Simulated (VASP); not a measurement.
# MoS2 (P6_3/mmc) in VASP: a series of runs

MoS2 is run at these levels: PBE; tasks: single point, relaxation of cell and atoms.

Everything below comes from runs of VASP 6.6.1. Logs are shortened: lines on timing, memory, paths and dates and some standing lists are left out, and cuts for length are marked.

## (1) The cell of the first run

The structure is hexagonal, space group P6_3/mmc (No. 194). The conventional cell has a = 3.185 Å, b = 3.185 Å, c = 14.808 Å, α = 90.00°, β = 90.00°, γ = 120.00°. Within 3.2 Å of Mo (site symmetry -6m2) lie 6 S at 2.41 Å and 6 Mo at 3.19 Å. S (site symmetry 3m) has 3 Mo at 2.41 Å and 7 S at 3.13 to 3.19 Å within 3.2 Å.

## (2) Single point, PBE

INCAR reads:

```
SYSTEM = MoS2
ALGO = Normal ; EDIFF = 1E-7
ENCUT = 520 ; GGA = PE
ISIF = 2 ; ISMEAR = 0
LASPH = .TRUE. ; LCHARG = .FALSE.
LREAL = .FALSE. ; LWAVE = .FALSE.
NBANDS = 35 ; NELM = 100
PREC = Accurate ; SIGMA = 0.02
```

KPOINTS reads:

```
k-points
0
G
  12 12 2
  0 0 0
```

POSCAR reads:

```
MoS2
1.0
    3.1850687701      0.0000000029      0.0000000000
   -1.5925343876      2.7583504663      0.0000000000
    0.0000000000      0.0000000000     14.8080039946
Mo S
2 4
Direct
    0.6666666667      0.3333333333      0.2500000000
    0.3333333333      0.6666666667      0.7500000000
    0.6666666667      0.3333333333      0.6444804197
    0.3333333333      0.6666666667      0.3555195803
    0.6666666667      0.3333333333      0.8555195803
    0.3333333333      0.6666666667      0.1444804197
```

Potentials or basis: VASP PAW PBE potentials, release 64 (Mo_sv, S).

Started as:

```console
> cat potpaw_PBE.64/Mo_sv/POTCAR potpaw_PBE.64/S/POTCAR > POTCAR
> mpirun -np 1 vasp_std > vasp.out
```

OUTCAR:

```text
SYSTEM = MoS2
   EDIFF = 1E-7
   ENCUT = 520
   GGA = PE
   ISIF = 2
   ISMEAR = 0
   LASPH = .TRUE.
   LREAL = .FALSE.
   NELM = 100
   PREC = Accurate

 ion  position               nearest neighbor table
   1  0.667  0.333  0.250-   4 2.41   6 2.41   4 2.41   6 2.41   4 2.41   6 2.41
   2  0.333  0.667  0.750-   3 2.41   5 2.41   3 2.41   5 2.41   3 2.41   5 2.41
   3  0.667  0.333  0.644-   2 2.41   2 2.41   2 2.41
   4  0.333  0.667  0.356-   1 2.41   1 2.41   1 2.41
   5  0.667  0.333  0.856-   2 2.41   2 2.41   2 2.41
   6  0.333  0.667  0.144-   1 2.41   1 2.41   1 2.41

  LATTYP: Found a hexagonal cell.
 ALAT       =     3.1850687701
 C/A-ratio  =     4.6491944330

  Lattice vectors:

 A1 = (   3.1850687701,   0.0000000029,   0.0000000000)
 A2 = (  -1.5925343876,   2.7583504663,   0.0000000000)
 A3 = (   0.0000000000,   0.0000000000,  14.8080039946)

Analysis of symmetry for initial positions (statically):
=====================================================================
 Subroutine PRICEL returns:
 Original cell was already a primitive cell.

 Routine SETGRP: Setting up the symmetry group for a
 hexagonal supercell.

 Subroutine GETGRP returns: Found 24 space group operations
 (whereof 12 operations were pure point group operations)
 out of a pool of 24 trial point group operations.

The static configuration has the point symmetry D_3d.
 The point group associated with its full space group is D_6h.

Analysis of symmetry for dynamics (positions and initial velocities):
=====================================================================
 Subroutine PRICEL returns:
 Original cell was already a primitive cell.

 Routine SETGRP: Setting up the symmetry group for a
 hexagonal supercell.

 Subroutine GETGRP returns: Found 24 space group operations
 (whereof 12 operations were pure point group operations)
 out of a pool of 24 trial point group operations.

The dynamic configuration has the point symmetry D_3d.
 The point group associated with its full space group is D_6h.

 Subroutine INISYM returns: Found 24 space group operations
 (whereof 12 operations are pure point group operations),
 and found     1 'primitive' translations

----------------------------------------------------------------------------------------

                                     Primitive cell

[... 94 lines left out ...]
   LSORBIT =      F    spin-orbit coupling
   LASPH  =      T    aspherical Exc in radial PAW
   ENCUT  =  520.0 eV  38.22 Ry    6.18 a.u.   5.92  5.92 27.53*2*pi/ulx,y,z
   NELM   =    100;   NELMIN=  2; NELMDL= -5     # of ELM steps
   EDIFF  = 0.1E-06   stopping-criterion for ELM
   LREAL  =      F    real-space projection
   EDIFFG = 0.1E-05   stopping-criterion for IOM
   NSW    =      0    number of steps for IOM
   IBRION =     -1    ionic relax: 0-MD 1-quasi-New 2-CG
   NFREE  =      0    steps in history (QN), initial steepest desc. (CG)
   ISIF   =      2    stress and relaxation
   ISYM   =      2    0-nonsym 1-usesym 2-fastsym
   POTIM  = 0.5000    time-step for ionic-motion
   TEBEG  =    0.0;   TEEND  =   0.0 temperature during run
   PSTRESS=    0.0 pullay stress
   NELECT =      52.0000    total number of electrons
   NUPDOWN=      -1.0000    fix difference up-down
   EMIN   =  10.00;   EMAX   =-10.00  energy-range for DOS
   EFERMI =   0.00;   METHOD = LEGACY
   ISMEAR =     0;   SIGMA  =   0.02  broadening in eV -4-tet -1-fermi 0-gaus
   EFERMI_NEDOS =   21; number of points for ismear=-14 and -15
   IALGO  =     38    algorithm
   IMIX   =      4    mixing-type and parameters
     AMIX     =   0.40;   BMIX     =  1.00
     AMIX_MAG =   1.60;   BMIX_MAG =  1.00
  volume/ion in A,a.u.               =      21.68       146.32
  Fermi-wavevector in a.u.,A,eV,Ry     =   1.205927  2.278872 19.786407  1.454260
  Thomas-Fermi vector in A             =   2.341609
   LORBIT       =      0    0 simple, 1 ext, 2 COOP (PROOUT), +10 PAW based schemes
   GGA     = PE    functional components
   LHFCALC =     F    Hartree Fock is set to
   AEXX    =    0.0000 exact exchange contribution
   IVDW    =     0    specifies the selected vdW correction
   LEPSILON=     F    determine dielectric tensor
   LRPA    =     F    only Hartree local field effects (RPA)
 non-spin polarized calculation
 Gauss-broadening in eV      SIGMA  =   0.02
  energy-cutoff  :      520.00
  volume of cell :      130.10
 maximum number of plane-waves:      3525
 NGX is ok and might be reduce to    24
   NGX = 11   NGY = 11   NGZ = 55

 number of electron      51.9999999 magnetization

 Free energy of the ion-electron system (eV)
  ---------------------------------------------------
  ext. energy  EPLUGINS =         0.00000000
  ---------------------------------------------------
  free energy    TOTEN  =       -43.71545448 eV

  energy without entropy =      -43.71545448  energy(sigma->0) =      -43.71545448

 E-fermi :   5.0723     XC(G=0):  -9.4404

 val. band max:        4.7875683629   @ k =   0.0000   0.0000   0.0000
 cond. band min:       6.2463855273   @ k =   0.3333   0.3333   0.0000
 fundamental gap:      1.4588171644
 Fermi energy:         5.0722766282

 k-point     1 :       0.0000    0.0000    0.0000
  band No.  band energies     occupation
      1     -56.2866      2.00000
      2     -56.2866      2.00000
      3     -30.4242      2.00000
      4     -30.4242      2.00000
      5     -30.2224      2.00000
      6     -30.2224      2.00000
[... 901 lines left out ...]
     34       8.6629      0.00000
     35      11.9936      0.00000

 [... further k-points ...]
[... 5 lines left out ...]
  --------------------------------------------------------------------------------------
  -------------------------------------------------------------------------------------
  Total       -0.0719130     -0.0719130     -0.1070666      0.0000000     -0.0000000      0.0000000
  in kB       -0.8856313     -0.8856313     -1.3185598      0.0000000     -0.0000000      0.0000000
  external PRESSURE =      -1.0299408 kB  Pullay stress =       0.0000000 kB

 VOLUME and BASIS-vectors are now :
 -----------------------------------------------------------------------------
  energy-cutoff  :      520.00
  volume of cell :      130.10
      direct lattice vectors                 reciprocal lattice vectors
     3.185068770  0.000000003  0.000000000     0.313964963  0.181267756  0.000000000
    -1.592534388  2.758350466  0.000000000    -0.000000000  0.362535512  0.000000000
     0.000000000  0.000000000 14.808003995     0.000000000  0.000000000  0.067531046

 POSITION                                       TOTAL-FORCE (eV/Angst)
 -----------------------------------------------------------------------------------
      1.59253      0.91945      3.70200        -0.000000      0.000000      0.000000
     -0.00000      1.83890     11.10600        -0.000000      0.000000      0.000000
      1.59253      0.91945      9.54347         0.000000      0.000000      0.010115
     -0.00000      1.83890      5.26454         0.000000     -0.000000     -0.010115
      1.59253      0.91945     12.66854        -0.000000      0.000000     -0.010115
     -0.00000      1.83890      2.13947         0.000000      0.000000      0.010115
 -----------------------------------------------------------------------------------
    total drift:                               -0.000000      0.000000     -0.000000

  FREE ENERGIE OF THE ION-ELECTRON SYSTEM (eV)
  ---------------------------------------------------
  free  energy   TOTEN  =       -43.7154544827 eV

  energy  without entropy=      -43.7154544827  energy(sigma->0) =      -43.71545448
```

OSZICAR:

```text
N       E                     dE             d eps       ncg     rms          rms(c)
DAV:   1     0.440455246866E+03    0.44046E+03   -0.29056E+04  2980   0.138E+03
DAV:   2    -0.223209484854E+02   -0.46278E+03   -0.44818E+03  3225   0.352E+02
DAV:   3    -0.462137949434E+02   -0.23893E+02   -0.23448E+02  3309   0.727E+01
DAV:   4    -0.467488718681E+02   -0.53508E+00   -0.53325E+00  3209   0.110E+01
DAV:   5    -0.467620194568E+02   -0.13148E-01   -0.13145E-01  3203   0.173E+00    0.332E+01
DAV:   6    -0.445436259160E+02    0.22184E+01   -0.13163E+01  2895   0.228E+01    0.125E+01
DAV:   7    -0.440896079239E+02    0.45402E+00   -0.57000E+00  2914   0.148E+01    0.796E+00
DAV:   8    -0.437166058357E+02    0.37300E+00   -0.85851E-01  2926   0.626E+00    0.268E+00
DAV:   9    -0.437228628445E+02   -0.62570E-02   -0.10395E-01  3070   0.156E+00    0.122E+00
DAV:  10    -0.437155360349E+02    0.73268E-02   -0.30731E-02  2913   0.119E+00    0.390E-01
DAV:  11    -0.437155919459E+02   -0.55911E-04   -0.17944E-03  2929   0.232E-01    0.207E-01
DAV:  12    -0.437154258005E+02    0.16615E-03   -0.74177E-04  2954   0.153E-01    0.657E-02
DAV:  13    -0.437154431117E+02   -0.17311E-04   -0.21830E-04  3126   0.682E-02    0.286E-02
DAV:  14    -0.437154530713E+02   -0.99596E-05   -0.21149E-05  2819   0.268E-02    0.928E-03
DAV:  15    -0.437154540453E+02   -0.97403E-06   -0.15977E-06  2632   0.577E-03    0.404E-03
DAV:  16    -0.437154544997E+02   -0.45435E-06   -0.61117E-07  2513   0.418E-03    0.139E-03
DAV:  17    -0.437154544827E+02    0.16955E-07   -0.20654E-08  1899   0.789E-04
   1 F= -.43715454E+02 E0= -.43715454E+02  d E =-.384231E-92
```

stdout:

```text
POSCAR found type information on POSCAR MoS
 POSCAR found :  2 types and       6 ions
 scaLAPACK will be used
 LDA part: xc-table for (Slater+PW92), standard interpolation
 POSCAR, INCAR and KPOINTS ok, starting setup
 FFT: planning ... GRIDC
 FFT: planning ... GRID_SOFT
 FFT: planning ... GRID
 WAVECAR not read
 entering main loop
```

Wall time 2.3 min (1 thread of Intel Xeon Platinum 8259CL at 2.50GHz (Skylake/Cascade Lake), shared host); peak memory 0.31 GiB.

Results:

```
Free energy            : -43.7155 eV
Pressure               : -0.1 GPa
Largest force          : 0.010 eV/Å
Band gap on the k mesh : 1.46 eV, indirect (least direct gap 1.67 eV)
```

Forces in eV/Å, atoms in the order of the input:
```
Mo   0.000  0.000  0.000
Mo   0.000  0.000  0.000
S    0.000  0.000  0.010
S    0.000  0.000 -0.010
S    0.000  0.000 -0.010
S    0.000  0.000  0.010
```

Caveat: this functional lacks dispersion, which binds the layers, so the pressure and a relaxed spacing across them are unreliable.

## (3) Relaxation of cell and atoms, PBE

INCAR reads:

```
  ALGO = Normal
  EDIFF = 1E-7
  EDIFFG = -0.005
  ENCUT = 600
  GGA = PE
  IBRION = 2
  ISIF = 3
  ISMEAR = 0
  LASPH = True
  LCHARG = False
  LREAL = False
  LWAVE = False
  NELM = 100
  NSW = 100
  PREC = Accurate
  SIGMA = 0.02
```

KPOINTS reads:

```
k-points
0
Gamma
  12 12 2
```

POSCAR is that of step 2.

Potentials or basis: VASP PAW PBE potentials, release 64 (Mo_sv, S).

Started as:

```console
> cat potpaw_PBE.64/Mo_sv/POTCAR potpaw_PBE.64/S/POTCAR > POTCAR
> mpirun -np 1 vasp_std > vasp.out
```

It took 7.7 min on 1 thread of Intel Xeon Platinum 8259CL at 2.50GHz (Skylake/Cascade Lake), shared host; peak memory 0.39 GiB.

It converged, with:

```
Free energy                            : -43.7170 eV
Relaxed volume                         : 21.67 Å³/atom
Relaxed cell                           : a = 3.184 Å, b = 3.184 Å, c = 14.804 Å, α = 90.00°, β = 90.00°, γ = 120.00°
Space group after relaxing (to 0.05 Å) : P6_3/mmc (No. 194)
Energy gained by relaxing              : 0.0 meV/atom
Ionic steps                            : 4
Pressure after relaxing                : 0.0 GPa
Largest force after relaxing           : 0.005 eV/Å
Band gap on the k mesh                 : 1.46 eV, indirect (least direct gap 1.67 eV)
```

Forces on the atoms (eV/Å):
```
Mo   0.000  0.000  0.000
Mo   0.000  0.000  0.000
S    0.000  0.000 -0.005
S    0.000  0.000  0.005
S    0.000  0.000  0.005
S    0.000  0.000 -0.005
```

Final structure:
```
Mo S
1.0
     3.18443    0.00000    0.00000
    -1.59222    2.75780    0.00000
     0.00000    0.00000   14.80362
Mo S
2 4
Direct
  0.66667 0.33333 0.25000
  0.33333 0.66667 0.75000
  0.66667 0.33333 0.64449
  0.33333 0.66667 0.35551
  0.66667 0.33333 0.85551
  0.33333 0.66667 0.14449
```

Levels at points of the mesh, in eV from the valence-band top:
| k point | band 22 | band 23 | band 24 | band 25 | band 26 | band 27 | band 28 | band 29 | band 30 | band 31 |
| --- | --- | --- | --- | --- | --- | --- | --- | --- | --- | --- |
| (0.00, 0.00, 0.00) | -1.71 | -1.71 | -1.67 | -0.39 | 0.00 | 2.55 | 2.55 | 2.55 | 2.55 | 2.80 |
| (0.50, 0.00, 0.00) | -2.07 | -1.19 | -1.18 | -0.84 | -0.83 | 2.03 | 2.04 | 2.52 | 2.57 | 3.55 |
| (0.00, 0.00, 0.50) | -1.71 | -1.71 | -1.71 | -0.16 | -0.16 | 2.55 | 2.55 | 2.55 | 2.55 | 2.80 |
| (0.50, 0.00, 0.50) | -2.08 | -1.18 | -1.18 | -0.84 | -0.84 | 2.03 | 2.03 | 2.55 | 2.55 | 3.67 |

Caveat: this functional lacks dispersion, which binds the layers, so the pressure and a relaxed spacing across them are unreliable. A k mesh can miss the band edges.

## (4) Single point, PBE

INCAR reads:

```
  ALGO = Normal
  EDIFF = 1E-7
  ENCUT = 520
  GGA = PE
  ISIF = 2
  ISMEAR = 0
  LASPH = T
  LCHARG = T
  LELF = T
  LREAL = F
  LVHAR = T
  LWAVE = F
  NBANDS = 35
  NELM = 100
  PREC = Accurate
  SIGMA = 0.02
```

KPOINTS is that of step 3.

POSCAR is that of step 3.

Started as:

```console
> cat potpaw_PBE.64/Mo_sv/POTCAR potpaw_PBE.64/S/POTCAR > POTCAR
> mpirun -np 1 vasp_std > vasp.out
```

It took 2.5 min on 1 thread of Intel Xeon Platinum 8259CL at 2.50GHz (Skylake/Cascade Lake), shared host; peak memory 0.31 GiB.

It converged, with:

| Quantity | Value |
| --- | --- |
| Free energy | -43.7155 eV |
| Pressure | -0.1 GPa |
| Largest force | 0.010 eV/Å |
| Band gap on the k mesh | 1.46 eV, indirect (least direct gap 1.67 eV) |

Forces on the atoms (eV/Å):
```
Mo   0.000  0.000  0.000
Mo   0.000  0.000  0.000
S    0.000  0.000  0.010
S    0.000  0.000 -0.010
S    0.000  0.000 -0.010
S    0.000  0.000  0.010
```

Levels at points of the mesh, in eV from the valence-band top:
| k point | band 23 | band 24 | band 25 | band 26 | band 27 | band 28 | band 29 | band 30 |
| --- | --- | --- | --- | --- | --- | --- | --- | --- |
| (0.00, 0.00, 0.00) | -1.70 | -1.67 | -0.39 | 0.00 | 2.55 | 2.55 | 2.55 | 2.55 |
| (0.50, 0.00, 0.00) | -1.19 | -1.18 | -0.84 | -0.83 | 2.03 | 2.04 | 2.52 | 2.57 |
| (0.00, 0.00, 0.50) | -1.70 | -1.70 | -0.16 | -0.16 | 2.55 | 2.55 | 2.55 | 2.55 |
| (0.50, 0.00, 0.50) | -1.18 | -1.18 | -0.83 | -0.83 | 2.03 | 2.03 | 2.54 | 2.54 |

Caveat: this functional lacks dispersion, which binds the layers, so the pressure and a relaxed spacing across them are unreliable.

## (5) Relaxation of cell and atoms, PBE

This run uses another cell than the first one, of 19.68 Å³/atom, 0.908 times its volume.

INCAR reads:

```
  PREC = Accurate
  ENCUT = 600
  EDIFF = 1E-6
  ISMEAR = 0
  SIGMA = 0.02
  LREAL = F
  LASPH = T
  NELM = 100
  ALGO = Normal
  ISIF = 3
  LWAVE = F
  LCHARG = F
  GGA = PE
  IBRION = 2
  NSW = 100
  EDIFFG = -0.005
```

KPOINTS reads:

```
Automatic mesh
0
Gamma
  12 12 2
```

POSCAR reads:

```
MoS2
1.0
    3.1922379100      0.0000000000      0.0000000000
   -1.5961189600      2.7645591300      0.0000000000
    0.0000000000      0.0000000000     13.3782940000
Mo S
2 4
Direct
    0.6666666700      0.3333333300      0.2500000000
    0.3333333300      0.6666666700      0.7500000000
    0.6666666700      0.3333333300      0.6330820000
    0.3333333300      0.6666666700      0.3669180000
    0.6666666700      0.3333333300      0.8669180000
    0.3333333300      0.6666666700      0.1330820000
```

Started as:

```console
> cat potpaw_PBE.64/Mo_sv/POTCAR potpaw_PBE.64/S/POTCAR > POTCAR
> mpirun -np 1 vasp_std > vasp.out
```

It took 28 min on 1 thread of Intel Xeon Platinum 8259CL at 2.50GHz (Skylake/Cascade Lake), shared host; peak memory 0.37 GiB.

The run converged. Its results:

```
Free energy                            : -43.7129 eV
Relaxed volume                         : 20.85 Å³/atom
Relaxed cell                           : a = 3.185 Å, b = 3.185 Å, c = 14.242 Å, α = 90.00°, β = 90.00°, γ = 120.00°
Space group after relaxing (to 0.05 Å) : P6_3/mmc (No. 194)
Energy gained by relaxing              : 1.9 meV/atom
Ionic steps                            : 20
Pressure after relaxing                : 0.0 GPa
Band gap on the k mesh                 : 1.39 eV, indirect (least direct gap 1.66 eV)
```

The path:
| step | energy change (eV) | largest force (eV/Å) | pressure (GPa) | volume (Å³) |
| --- | --- | --- | --- | --- |
| 1 | 0.0000 | 0.1049 | -0.65 | 118.07 |
| 2 | 0.0027 | 0.1509 | 1.32 | 116.70 |
| 3 | -0.0015 | 0.0099 | 0.08 | 117.55 |
| 4 | -0.0020 | 0.0314 | 0.09 | 117.58 |
| 5 | -0.0021 | 0.0514 | 0.10 | 117.61 |
| 6 | -0.0025 | 0.0500 | 0.11 | 117.75 |
| 7 | -0.0036 | 0.0448 | 0.10 | 118.16 |
| 8 | -0.0056 | 0.0328 | 0.10 | 118.99 |
| 9 | -0.0084 | 0.0050 | 0.13 | 120.66 |
| 10 | -0.0106 | 0.0702 | 0.31 | 123.99 |
| 11 | -0.0111 | 0.0343 | 0.11 | 124.39 |
| 12 | -0.0113 | 0.0074 | -0.12 | 124.87 |
| 13 | -0.0114 | 0.0098 | -0.11 | 124.91 |
| 14 | -0.0114 | 0.0163 | -0.06 | 125.01 |
| 15 | -0.0114 | 0.0182 | -0.05 | 125.05 |
| 16 | -0.0115 | 0.0037 | 0.04 | 125.02 |
| 17 | -0.0115 | 0.0044 | 0.03 | 125.02 |
| 18 | -0.0115 | 0.0025 | 0.03 | 125.04 |
| 19 | -0.0115 | 0.0025 | -0.01 | 125.12 |
| 20 | -0.0115 | 0.0001 | 0.00 | 125.09 |

Final structure:
```yaml
crystal:
  lattice:
    - [3.18464, 0.00000, 0.00000]
    - [-1.59232, 2.75798, 0.00000]
    - [0.00000, 0.00000, 14.24159]
  atoms:
    - { symbol: Mo, position: [0.66667, 0.33333, 0.25000] }
    - { symbol: Mo, position: [0.33333, 0.66667, 0.75000] }
    - { symbol: S, position: [0.66667, 0.33333, 0.64033] }
    - { symbol: S, position: [0.33333, 0.66667, 0.35967] }
    - { symbol: S, position: [0.66667, 0.33333, 0.85967] }
    - { symbol: S, position: [0.33333, 0.66667, 0.14033] }
```

Levels at points of the mesh, in eV from the valence-band top:
```csv
k point,band 23,band 24,band 25,band 26,band 27,band 28,band 29,band 30
"(0.00, 0.00, 0.00)",-1.77,-1.62,-0.51,0.00,2.48,2.48,2.49,2.49
"(0.50, 0.00, 0.00)",-1.26,-1.24,-0.91,-0.90,1.96,1.97,2.44,2.52
"(0.00, 0.00, 0.50)",-1.78,-1.78,-0.20,-0.20,2.48,2.48,2.48,2.48
"(0.50, 0.00, 0.50)",-1.25,-1.25,-0.90,-0.90,1.97,1.97,2.48,2.48
```

Caveat: this functional lacks dispersion, which binds the layers, so the pressure and a relaxed spacing across them are unreliable. A k mesh can miss the band edges.

## (6) Summary

```tsv
task	cell	cutoff (eV)	gap on the mesh (eV)	pressure (GPa)	relaxed volume (Å³/atom)
single point	a = 3.185, b = 3.185, c = 14.808 Å, angles 90.0, 90.0, 120.0°, 6 atoms	520	1.46	-0.1	-
relaxation of cell and atoms	relaxed from a = 3.185, b = 3.185, c = 14.808 Å, angles 90.0, 90.0, 120.0°, 6 atoms	600	1.46	0.0	21.67
relaxation of cell and atoms	relaxed from a = 3.192, b = 3.192, c = 13.378 Å, angles 90.0, 90.0, 120.0°, 6 atoms	600	1.39	0.0	20.85
```

Alike in all rows: level PBE; potentials or basis VASP PAW PBE potentials, release 64 (Mo_sv, S); no spin polarisation; k mesh 12 × 12 × 2; smearing gaussian 0.02 eV.

Caveats: this functional lacks dispersion, which binds the layers, so the pressure and a relaxed spacing across them are unreliable.

Total energies depend on the potentials used, so only differences within one code and one set of settings carry meaning.
